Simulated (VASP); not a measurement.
# F2 in VASP: single point with PBEsol

Aim: the single point of F2 with PBEsol.

All numbers are computed with VASP 6.6.1; they aren't measurements. Logs are shortened: lines on timing, memory, paths and dates and some standing lists are left out, and cuts for length are marked.

## (1) The cell of the first run

The cell holds a molecule in a box, 2 atoms: a = 9.000 Å, b = 9.500 Å, c = 10.000 Å, α = 90.00°, β = 90.00°, γ = 90.00°.

## (2) Single point, PBEsol

Input file INCAR:

```
ALGO = Normal
EDIFF = 1E-7
ENCUT = 520
GGA = PS
ISIF = 2
ISMEAR = -1
LASPH = True
LCHARG = True
LELF = True
LREAL = False
LVHAR = True
LWAVE = False
NBANDS = 14
NELM = 80
PREC = Accurate
SIGMA = 0.02
```

Input file KPOINTS:

```
k-points
0
Gamma
  1 1 1
```

Input file POSCAR:

```
F
1.0
    9.0000000000      0.0000000000      0.0000000000
    0.0000000000      9.5000000000      0.0000000000
    0.0000000000      0.0000000000     10.0000000000
F
2
Direct
    0.5000000000      0.5000000000      0.4301102784
    0.5000000000      0.5000000000      0.5698897216
```

Potentials or basis: VASP PAW PBE potentials, release 64 (F).

On the command line:

```bash
$ cat potpaw_PBE.64/F/POTCAR > POTCAR
$ mpirun -np 1 vasp_gam > vasp.out
```

OUTCAR:

```text
EDIFF = 1E-7
   ENCUT = 520
   GGA = PS
   ISIF = 2
   ISMEAR = -1
   LASPH = True
   LREAL = False
   NELM = 80
   PREC = Accurate

 ion  position               nearest neighbor table
   1  0.500  0.500  0.430-   2 1.40
   2  0.500  0.500  0.570-   1 1.40

  LATTYP: Found a simple orthorhombic cell.
 ALAT       =     9.0000000000
 B/A-ratio  =     1.0555555556
 C/A-ratio  =     1.1111111111

  Lattice vectors:

 A1 = (   9.0000000000,   0.0000000000,   0.0000000000)
 A2 = (   0.0000000000,   9.5000000000,   0.0000000000)
 A3 = (   0.0000000000,   0.0000000000,  10.0000000000)

Analysis of symmetry for initial positions (statically):
=====================================================================
 Subroutine PRICEL returns:
 Original cell was already a primitive cell.

 Routine SETGRP: Setting up the symmetry group for a
 simple orthorhombic supercell.

 Subroutine GETGRP returns: Found  8 space group operations
 (whereof  8 operations were pure point group operations)
 out of a pool of  8 trial point group operations.

The static configuration has the point symmetry D_2h.

Analysis of symmetry for dynamics (positions and initial velocities):
=====================================================================
 Subroutine PRICEL returns:
 Original cell was already a primitive cell.

 Routine SETGRP: Setting up the symmetry group for a
 simple orthorhombic supercell.

 Subroutine GETGRP returns: Found  8 space group operations
 (whereof  8 operations were pure point group operations)
 out of a pool of  8 trial point group operations.

The dynamic configuration has the point symmetry D_2h.

 Subroutine INISYM returns: Found  8 space group operations
 (whereof  8 operations are pure point group operations),
 and found     1 'primitive' translations

----------------------------------------------------------------------------------------

                                     Primitive cell

  volume of cell :     855.0000

  direct lattice vectors                    reciprocal lattice vectors
     9.000000000  0.000000000  0.000000000     0.111111111  0.000000000  0.000000000
     0.000000000  9.500000000  0.000000000     0.000000000  0.105263158  0.000000000
     0.000000000  0.000000000 10.000000000     0.000000000  0.000000000  0.100000000

  length of vectors
[... 57 lines left out ...]
   NELM   =     80;   NELMIN=  2; NELMDL= -5     # of ELM steps
   EDIFF  = 0.1E-06   stopping-criterion for ELM
   LREAL  =      F    real-space projection
   EDIFFG = 0.1E-05   stopping-criterion for IOM
   NSW    =      0    number of steps for IOM
   IBRION =     -1    ionic relax: 0-MD 1-quasi-New 2-CG
   NFREE  =      0    steps in history (QN), initial steepest desc. (CG)
   ISIF   =      2    stress and relaxation
   ISYM   =      2    0-nonsym 1-usesym 2-fastsym
   POTIM  = 0.5000    time-step for ionic-motion
   TEBEG  =    0.0;   TEEND  =   0.0 temperature during run
   PSTRESS=    0.0 pullay stress
   NELECT =      14.0000    total number of electrons
   NUPDOWN=      -1.0000    fix difference up-down
   EMIN   =  10.00;   EMAX   =-10.00  energy-range for DOS
   EFERMI =   0.00;   METHOD = LEGACY
   ISMEAR =    -1;   SIGMA  =   0.02  broadening in eV -4-tet -1-fermi 0-gaus
   EFERMI_NEDOS =   21; number of points for ismear=-14 and -15
   IALGO  =     38    algorithm
   IMIX   =      4    mixing-type and parameters
     AMIX     =   0.40;   BMIX     =  1.00
     AMIX_MAG =   1.60;   BMIX_MAG =  1.00
  volume/ion in A,a.u.               =     427.50      2884.91
  Fermi-wavevector in a.u.,A,eV,Ry     =   0.415715  0.785587  2.351342  0.172819
  Thomas-Fermi vector in A             =   1.374838
   LORBIT       =      0    0 simple, 1 ext, 2 COOP (PROOUT), +10 PAW based schemes
   GGA     = PS    functional components
   LHFCALC =     F    Hartree Fock is set to
   AEXX    =    0.0000 exact exchange contribution
   IVDW    =     0    specifies the selected vdW correction
   LEPSILON=     F    determine dielectric tensor
   LRPA    =     F    only Hartree local field effects (RPA)
 non-spin polarized calculation
  energy-cutoff  :      520.00
  volume of cell :      855.00
 maximum number of plane-waves:     11510
 NGX is ok and might be reduce to    70
   NGX = 33   NGY = 35   NGZ = 37

 number of electron      13.9999997 magnetization

 Free energy of the ion-electron system (eV)
  ---------------------------------------------------
  ext. energy  EPLUGINS =         0.00000000
  ---------------------------------------------------
  free energy    TOTEN  =        -3.86406006 eV

  energy without entropy =       -3.86406006  energy(sigma->0) =       -3.86406006

 E-fermi :  -8.6579     XC(G=0):  -0.5981

 val. band max:       -9.1738937894   @ k =   0.0000   0.0000   0.0000
 cond. band min:      -5.5124052594   @ k =   0.0000   0.0000   0.0000
 fundamental gap:      3.6614885300
 Fermi energy:        -8.6579145229

 k-point     1 :       0.0000    0.0000    0.0000
  band No.  band energies     occupation
      1     -34.0207      2.00000
      2     -27.2951      2.00000
      3     -15.3505      2.00000
      4     -12.7342      2.00000
      5     -12.7341      2.00000
      6      -9.1739      2.00000
      7      -9.1739      2.00000
      8      -5.5124      0.00000
      9      -0.2612      0.00000
     10       1.2353      0.00000
     11       1.2880      0.00000
     12       1.3872      0.00000
     13       1.5440      0.00000
     14       1.5564      0.00000

------------------------ aborting loop because EDIFF is reached ----------------------------------------

  FORCE on cell =-STRESS in cart. coord.  units (eV):
  Direction    XX          YY          ZZ          XY          YZ          ZX
  --------------------------------------------------------------------------------------
  -------------------------------------------------------------------------------------
  Total       -0.1224834     -0.1209596      0.5313327      0.0000000      0.0000000      0.0000000
  in kB       -0.2295207     -0.2266651      0.9956599      0.0000000      0.0000000      0.0000000
  external PRESSURE =       0.1798247 kB  Pullay stress =       0.0000000 kB

 VOLUME and BASIS-vectors are now :
 -----------------------------------------------------------------------------
  energy-cutoff  :      520.00
  volume of cell :      855.00
      direct lattice vectors                 reciprocal lattice vectors
     9.000000000  0.000000000  0.000000000     0.111111111  0.000000000  0.000000000
     0.000000000  9.500000000  0.000000000     0.000000000  0.105263158  0.000000000
     0.000000000  0.000000000 10.000000000     0.000000000  0.000000000  0.100000000

 POSITION                                       TOTAL-FORCE (eV/Angst)
 -----------------------------------------------------------------------------------
      4.50000      4.75000      4.30110         0.000000      0.000000     -0.451623
      4.50000      4.75000      5.69890         0.000000      0.000000      0.451623
 -----------------------------------------------------------------------------------
    total drift:                                0.000000      0.000000      0.000000

  FREE ENERGIE OF THE ION-ELECTRON SYSTEM (eV)
  ---------------------------------------------------
  free  energy   TOTEN  =        -3.8640600567 eV

  energy  without entropy=       -3.8640600567  energy(sigma->0) =       -3.86406006
```

Wall time 1.8 min (1 thread of Intel Xeon 8259CL, shared host); peak memory 0.73 GiB.

Results:

* Free energy: -3.8641 eV
* Largest force: 0.452 eV/Å
* Gap between the frontier levels: 3.66 eV

Forces in eV/Å, atoms in the order of the input:
```
F    0.000  0.000 -0.452
F    0.000  0.000  0.452
```

Caveat: the PAW data sets were made with another functional, which shifts forces and pressure a little.
